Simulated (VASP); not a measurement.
Input of a VASP 6.6.1 run:

Contents of INCAR:

```
  PREC = Accurate
  ENCUT = 400
  EDIFF = 1E-6
  ISMEAR = 1
  SIGMA = 0.1
  LREAL = F
  LASPH = T
  NELM = 120
  ALGO = Normal
  ISIF = 2
  LWAVE = F
  LCHARG = F
  LDIPOL = T
  IDIPOL = 3
  DIPOL = 0.5 0.5 0.500
  GGA = PE
  NBANDS = 51
  GGA_COMPAT = F
  NELMDL = -8
```

File KPOINTS:

```
regular mesh
0
Gamma
  16 16 1
```

Contents of POSCAR:

```
Cr
1.0
    2.8479563420      0.0000000000      0.0000000000
    1.4239781710      2.0138092420      0.0000000000
    0.0000000000      0.0000000000     28.0828554510
Cr
7
Direct
    0.0000000000      0.0000000000      0.2874856692
    0.5000000000      0.0000000000      0.3561264573
    0.0000000000      0.0000000000      0.4282772538
    0.5000000000      0.0000000000      0.5000000015
    0.0000000000      0.0000000000      0.5717227467
    0.5000000000      0.0000000000      0.6438735421
    0.0000000000      0.0000000000      0.7125143293
```

Potentials or basis: VASP PAW PBE potentials, release 64 (Cr_pv).

Command:

```bash
$ cat potpaw_PBE.64/Cr_pv/POTCAR > POTCAR
$ mpirun -np 1 vasp_std > vasp.out
```

What does it give for the largest force?

0.011 eV/Å.

Predict the band gap on the k mesh.

zero (bands 42 and 43 overlap by 1.61 eV).

Forces on the atoms (eV/Å):
```
Cr   0.000  0.000  0.011
Cr   0.000  0.000  0.006
Cr   0.000  0.000 -0.003
Cr   0.000  0.000  0.000
Cr   0.000  0.000  0.003
Cr   0.000  0.000 -0.006
Cr   0.000  0.000 -0.011
```

Caveat: the run has no spin polarisation, though such a crystal can be magnetic. Spin polarisation is off, so any magnetic state and its effect on volume and gap are missing.
